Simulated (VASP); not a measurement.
# TaBiO (P4/mmm) in VASP: notebook

The runs below take TaBiO through single point, relaxation of cell and atoms, with PBE.

Program: VASP 6.6.1. These are calculated values, not measurements. Logs are shortened: lines on timing, memory, paths and dates and some standing lists are left out, and cuts for length are marked.

**1. The cell of the first run**

Symmetry: P4/mmm, No. 123, tetragonal system. Conventional cell: a = 3.030 Å, b = 3.030 Å, c = 6.173 Å, α = 90.00°, β = 90.00°, γ = 90.00°. Within 2.8 Å of Ta (site symmetry 4/mmm) lie 4 O at 2.14 Å. Bi (site symmetry 4/mmm) has 4 Bi at 3.03 Å and 2 O at 3.09 Å and 8 Ta at 3.76 Å within 4.0 Å. O (site symmetry 4/mmm) has 4 Ta at 2.14 Å within 2.8 Å.

The cell was generated, and may not be a known phase.

**2. Single point, PBE**

File INCAR:

```
PREC = Accurate ; ENCUT = 520
EDIFF = 1E-6 ; ISMEAR = 0
SIGMA = 0.1 ; LREAL = False
LASPH = True ; NELM = 100
ALGO = Normal ; ISIF = 2
LWAVE = False ; LCHARG = False
GGA = PE ; NBANDS = 23
```

File KPOINTS:

```
Automatic mesh
0
Gamma
  6 6 4
```

File POSCAR:

```
TaBiO
1.0
    3.0295331873      0.0000000000      0.0000000000
    0.0000000000      3.0295331873      0.0000000000
    0.0000000000      0.0000000000      6.1726730321
Ta Bi O
1 1 1
Direct
    0.5000000000      0.5000000000      0.5000000000
    0.0000000000      0.0000000000      0.0000000000
    0.0000000000      0.0000000000      0.5000000000
```

Potentials or basis: VASP PAW PBE potentials, release 64 (Ta_pv, Bi_d, O).

The run is started by

```
$ cat potpaw_PBE.64/Ta_pv/POTCAR potpaw_PBE.64/Bi_d/POTCAR potpaw_PBE.64/O/POTCAR > POTCAR
$ mpirun -np 1 vasp_std > vasp.out
```

OUTCAR:

```text
PREC = Accurate
   ENCUT = 520
   EDIFF = 1E-6
   ISMEAR = 0
   LREAL = False
   LASPH = True
   NELM = 100
   ISIF = 2
   GGA = PE

 ion  position               nearest neighbor table
   1  0.500  0.500  0.500-   3 2.14   3 2.14   3 2.14   3 2.14   2 3.76   2 3.76   2 3.76   2 3.76
                             2 3.76   2 3.76   2 3.76   2 3.76
   2  0.000  0.000  0.000-   1 3.76   1 3.76   1 3.76   1 3.76   1 3.76   1 3.76   1 3.76   1 3.76

   3  0.000  0.000  0.500-   1 2.14   1 2.14   1 2.14   1 2.14

  LATTYP: Found a simple tetragonal cell.
 ALAT       =     3.0295331873
 C/A-ratio  =     2.0374997237

  Lattice vectors:

 A1 = (   3.0295331873,   0.0000000000,   0.0000000000)
 A2 = (   0.0000000000,   3.0295331873,   0.0000000000)
 A3 = (   0.0000000000,   0.0000000000,   6.1726730321)

Analysis of symmetry for initial positions (statically):
=====================================================================
 Subroutine PRICEL returns:
 Original cell was already a primitive cell.

 Routine SETGRP: Setting up the symmetry group for a
 simple tetragonal supercell.

 Subroutine GETGRP returns: Found 16 space group operations
 (whereof 16 operations were pure point group operations)
 out of a pool of 16 trial point group operations.

The static configuration has the point symmetry D_4h.

Analysis of symmetry for dynamics (positions and initial velocities):
=====================================================================
 Subroutine PRICEL returns:
 Original cell was already a primitive cell.

 Routine SETGRP: Setting up the symmetry group for a
 simple tetragonal supercell.

 Subroutine GETGRP returns: Found 16 space group operations
 (whereof 16 operations were pure point group operations)
 out of a pool of 16 trial point group operations.

The dynamic configuration has the point symmetry D_4h.

 Subroutine INISYM returns: Found 16 space group operations
 (whereof 16 operations are pure point group operations),
 and found     1 'primitive' translations

----------------------------------------------------------------------------------------

                                     Primitive cell

  volume of cell :      56.6532

  direct lattice vectors                    reciprocal lattice vectors
     3.029533187  0.000000000  0.000000000     0.330083857  0.000000000  0.000000000
     0.000000000  3.029533187  0.000000000     0.000000000  0.330083857  0.000000000
     0.000000000  0.000000000  6.172673032     0.000000000  0.000000000  0.162004369

  length of vectors
     3.029533187  3.029533187  6.172673032     0.330083857  0.330083857  0.162004369

  position of ions in fractional coordinates (direct lattice)
     0.500000000  0.500000000  0.500000000
     0.000000000  0.000000000  0.000000000
     0.000000000  0.000000000  0.500000000

  ion indices of the primitive-cell ions
   primitive index   ion index
                 1           1
                 2           2
                 3           3

----------------------------------------------------------------------------------------

 KPOINTS: Automatic mesh

Automatic generation of k-mesh.
 Grid dimensions read from file:
 generate k-points for:    6    6    4

 Generating k-lattice:

  Cartesian coordinates                     Fractional coordinates (reciprocal lattice)
     0.055013976  0.000000000  0.000000000     0.166666667  0.000000000  0.000000000
     0.000000000  0.055013976  0.000000000     0.000000000  0.166666667  0.000000000
     0.000000000  0.000000000  0.040501092     0.000000000  0.000000000  0.250000000

  Length of vectors
     0.055013976  0.055013976  0.040501092

  Shift w.r.t. Gamma in fractional coordinates (k-lattice)
     0.000000000  0.000000000  0.000000000

 Subroutine IBZKPT returns following result:
 ===========================================

 Found     30 irreducible k-points:

 Following reciprocal coordinates:
            Coordinates               Weight
  0.000000  0.000000  0.000000      1.000000
  0.166667  0.000000  0.000000      4.000000
  0.333333  0.000000  0.000000      4.000000
  0.500000  0.000000  0.000000      2.000000
  0.166667  0.166667  0.000000      4.000000
  0.333333  0.166667  0.000000      8.000000
[... 16 lines left out ...]
  0.333333  0.000000  0.500000      4.000000
  0.500000  0.000000  0.500000      2.000000
 [... further k-points ...]
   k-points           NKPTS =     30   k-points in BZ     NKDIM =     30   number of bands    NBANDS=     23
   number of dos      NEDOS =    301   number of ions     NIONS =      3
   total plane-waves  NPLWV =  27648
   dimension x,y,z NGX =    24 NGY =   24 NGZ =   48
   dimension x,y,z NGXF=    48 NGYF=   48 NGZF=   96
   ions per type =               1   1   1
   NGX,Y,Z   is equivalent  to a cutoff of  13.17, 13.17, 12.93 a.u.
   NGXF,Y,Z  is equivalent  to a cutoff of  26.34, 26.34, 25.86 a.u.
 SYSTEM =  unknown system
   PREC   = accura    normal or accurate (medium, high low for compatibility)
   ISTART =      0    job   : 0-new  1-cont  2-samecut
   ICHARG =      2    charge: 1-file 2-atom 10-const
   ISPIN  =      1    spin polarized calculation?
   LNONCOLLINEAR =      F non collinear calculations
   LSORBIT =      F    spin-orbit coupling
   LASPH  =      T    aspherical Exc in radial PAW
   ENCUT  =  520.0 eV  38.22 Ry    6.18 a.u.   5.63  5.63 11.48*2*pi/ulx,y,z
   NELM   =    100;   NELMIN=  2; NELMDL= -5     # of ELM steps
   EDIFF  = 0.1E-05   stopping-criterion for ELM
   LREAL  =      F    real-space projection
   EDIFFG = 0.1E-04   stopping-criterion for IOM
   NSW    =      0    number of steps for IOM
   IBRION =     -1    ionic relax: 0-MD 1-quasi-New 2-CG
   NFREE  =      0    steps in history (QN), initial steepest desc. (CG)
   ISIF   =      2    stress and relaxation
   ISYM   =      2    0-nonsym 1-usesym 2-fastsym
   POTIM  = 0.5000    time-step for ionic-motion
   TEBEG  =    0.0;   TEEND  =   0.0 temperature during run
   PSTRESS=    0.0 pullay stress
   NELECT =      32.0000    total number of electrons
   NUPDOWN=      -1.0000    fix difference up-down
   EMIN   =  10.00;   EMAX   =-10.00  energy-range for DOS
   EFERMI =   0.00;   METHOD = LEGACY
   ISMEAR =     0;   SIGMA  =   0.10  broadening in eV -4-tet -1-fermi 0-gaus
   EFERMI_NEDOS =   21; number of points for ismear=-14 and -15
   IALGO  =     38    algorithm
   IMIX   =      4    mixing-type and parameters
     AMIX     =   0.40;   BMIX     =  1.00
     AMIX_MAG =   1.60;   BMIX_MAG =  1.00
  volume/ion in A,a.u.               =      18.88       127.44
  Fermi-wavevector in a.u.,A,eV,Ry     =   1.353266  2.557302 24.916752  1.831330
  Thomas-Fermi vector in A             =   2.480536
   LORBIT       =      0    0 simple, 1 ext, 2 COOP (PROOUT), +10 PAW based schemes
   GGA     = PE    functional components
   LHFCALC =     F    Hartree Fock is set to
   AEXX    =    0.0000 exact exchange contribution
   IVDW    =     0    specifies the selected vdW correction
   LEPSILON=     F    determine dielectric tensor
   LRPA    =     F    only Hartree local field effects (RPA)
 non-spin polarized calculation
 Gauss-broadening in eV      SIGMA  =   0.10
  energy-cutoff  :      520.00
  volume of cell :       56.65
 maximum number of plane-waves:      1552
 NGX is ok and might be reduce to    24
   NGX = 11   NGY = 11   NGZ = 23

 number of electron      32.0000012 magnetization

 Free energy of the ion-electron system (eV)
  ---------------------------------------------------
  ext. energy  EPLUGINS =         0.00000000
  ---------------------------------------------------
  free energy    TOTEN  =       -22.02159690 eV

  energy without entropy =      -22.00544775  energy(sigma->0) =      -22.01352232

 E-fermi :   7.6476     XC(G=0): -11.2103

 val. band max:        7.6239311437   @ k =   0.1667   0.1667   0.2500
 cond. band min:       7.6698832596   @ k =   0.3333   0.0000   0.0000
 fundamental gap:      0.0459521158
 Fermi energy:         7.6475953511

 k-point     1 :       0.0000    0.0000    0.0000
  band No.  band energies     occupation
      1     -28.2677      2.00000
      2     -28.2677      2.00000
      3     -28.2482      2.00000
      4     -15.9481      2.00000
      5     -15.6632      2.00000
      6     -15.3725      2.00000
[... 15 lines left out ...]
     22      12.3590      0.00000
     23      16.8625      0.00000

 k-point     2 :       0.1667    0.0000    0.0000
  band No.  band energies     occupation
      1     -28.4271      2.00000
      2     -28.2490      2.00000
      3     -28.2353      2.00000
      4     -15.8683      2.00000
      5     -15.6040      2.00000
      6     -15.4219      2.00000
[... 15 lines left out ...]
     22      12.9017      0.00000
     23      15.2716      0.00000

 k-point     3 :       0.3333    0.0000    0.0000
  band No.  band energies     occupation
      1     -28.7312      2.00000
      2     -28.2114      2.00000
      3     -28.2093      2.00000
      4     -15.7829      2.00000
      5     -15.5190      2.00000
      6     -15.4508      2.00000
[... 15 lines left out ...]
     22      13.2665      0.00000
     23      14.2897      0.00000

 k-point     4 :       0.5000    0.0000    0.0000
  band No.  band energies     occupation
      1     -28.8767      2.00000
      2     -28.1962      2.00000
      3     -28.1925      2.00000
      4     -15.7612      2.00000
      5     -15.5666      2.00000
      6     -15.4909      2.00000
[... 15 lines left out ...]
     22      14.5017      0.00000
     23      15.3750      0.00000

 k-point     5 :       0.1667    0.1667    0.0000
  band No.  band energies     occupation
      1     -28.4232      2.00000
      2     -28.3812      2.00000
      3     -28.2227      2.00000
      4     -15.7583      2.00000
      5     -15.5745      2.00000
      6     -15.4195      2.00000
[... 434 lines left out ...]
 k-point    22 :       0.1667    0.0000    0.5000
  band No.  band energies     occupation
      1     -28.4270      2.00000
      2     -28.2490      2.00000
      3     -28.2354      2.00000
      4     -15.8681      2.00000
      5     -15.5972      2.00000
      6     -15.4223      2.00000
[... 15 lines left out ...]
     22      12.4841      0.00000
     23      13.2418      0.00000

 k-point    23 :       0.3333    0.0000    0.5000
  band No.  band energies     occupation
      1     -28.7311      2.00000
      2     -28.2114      2.00000
      3     -28.2093      2.00000
      4     -15.7820      2.00000
      5     -15.5199      2.00000
      6     -15.4508      2.00000
[... 15 lines left out ...]
     22      13.5024      0.00000
     23      14.3994      0.00000

 k-point    24 :       0.5000    0.0000    0.5000
  band No.  band energies     occupation
      1     -28.8766      2.00000
      2     -28.1962      2.00000
      3     -28.1925      2.00000
      4     -15.7602      2.00000
      5     -15.5678      2.00000
      6     -15.4909      2.00000
[... 15 lines left out ...]
     22      14.6583      0.00000
     23      15.1642      0.00000

 [... further k-points ...]
[... 5 lines left out ...]
  --------------------------------------------------------------------------------------
  -------------------------------------------------------------------------------------
  Total        0.0760099      0.0760099      0.0279168      0.0000000      0.0000000      0.0000000
  in kB        2.1495918      2.1495918      0.7895002      0.0000000      0.0000000      0.0000000
  external PRESSURE =       1.6962279 kB  Pullay stress =       0.0000000 kB

 VOLUME and BASIS-vectors are now :
 -----------------------------------------------------------------------------
  energy-cutoff  :      520.00
  volume of cell :       56.65
      direct lattice vectors                 reciprocal lattice vectors
     3.029533187  0.000000000  0.000000000     0.330083857  0.000000000  0.000000000
     0.000000000  3.029533187  0.000000000     0.000000000  0.330083857  0.000000000
     0.000000000  0.000000000  6.172673032     0.000000000  0.000000000  0.162004369

 POSITION                                       TOTAL-FORCE (eV/Angst)
 -----------------------------------------------------------------------------------
      1.51477      1.51477      3.08634         0.000000      0.000000      0.000000
      0.00000      0.00000      0.00000         0.000000      0.000000      0.000000
      0.00000      0.00000      3.08634         0.000000      0.000000      0.000000
 -----------------------------------------------------------------------------------
    total drift:                                0.000000      0.000000      0.000000

  FREE ENERGIE OF THE ION-ELECTRON SYSTEM (eV)
  ---------------------------------------------------
  free  energy   TOTEN  =       -22.0215969002 eV

  energy  without entropy=      -22.0054477498  energy(sigma->0) =      -22.01352232
```

It took 15 s on 1 thread of Intel Xeon 6975P-C (Granite Rapids), shared host; peak memory 0.19 GiB.

Results:

```
Free energy            : -22.0216 eV
Pressure               : 0.2 GPa
Band gap on the k mesh : zero (bands 16 and 17 overlap by 2.87 eV)
```

Caveat: spin-orbit coupling is left out, which moves the levels of the heavy elements.

[end of part 1 of 2]

The gap in the log of VASP goes by the Fermi energy; the results here count the filled bands.